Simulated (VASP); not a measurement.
TiSi: single point with LDA

Crystal: TiSi.

```xyz
8
Lattice="-3.7695 3.5725 0.0000 3.7695 3.5725 0.0000 0.0000 -3.5725 -4.0876" Properties=species:S:1:pos:R:3 pbc="T T T"
Ti    0.0000    1.7862   -1.8363
Ti    0.0000    5.3587   -1.8363
Ti    0.0000    0.0000   -3.8801
Ti    0.0000    3.5725   -3.8801
Si    1.8848    1.7862   -3.8802
Si   -1.8848    1.7862   -3.8802
Si    1.8848    3.5725   -1.8364
Si   -1.8848    3.5725   -1.8364
```

```yaml
Program: VASP 6.6.1
Task: single point
Functional: LDA
Potentials_or_basis: VASP PAW LDA potentials, release 64 (Ti_sv, Si)
Cutoff: 500 eV
k_mesh: 8 × 8 × 8
Occupations: gaussian, width 0.15 eV
Spin: no spin polarisation
```

```
Pressure               : 0.1 GPa
Band gap on the k mesh : zero (bands 32 and 33 overlap by 1.77 eV)
```

Stress tensor (GPa, compression positive):
```
0.19 0.00 0.00
0.00 0.18 0.00
0.00 0.00 0.00
```

Levels at points of the mesh, in eV from the Fermi level:
```csv
k point,band 30,band 31,band 32,band 33,band 34,band 35
"(0.00, 0.00, 0.00)",-1.66,-1.40,-1.31,-1.07,-0.50,1.34
"(0.50, 0.00, 0.00)",-0.82,0.05,0.05,0.14,0.14,1.23
"(0.50, 0.50, 0.00)",-0.90,-0.90,0.41,0.77,1.67,1.67
"(0.00, 0.00, 0.50)",-0.83,-0.24,-0.24,0.07,0.07,0.54
"(0.50, 0.50, 0.50)",-1.97,0.53,0.53,0.82,0.82,0.84
```

It took 13 min on 1 thread of Intel Xeon 8259CL (shared host), peak memory 0.41 GiB.
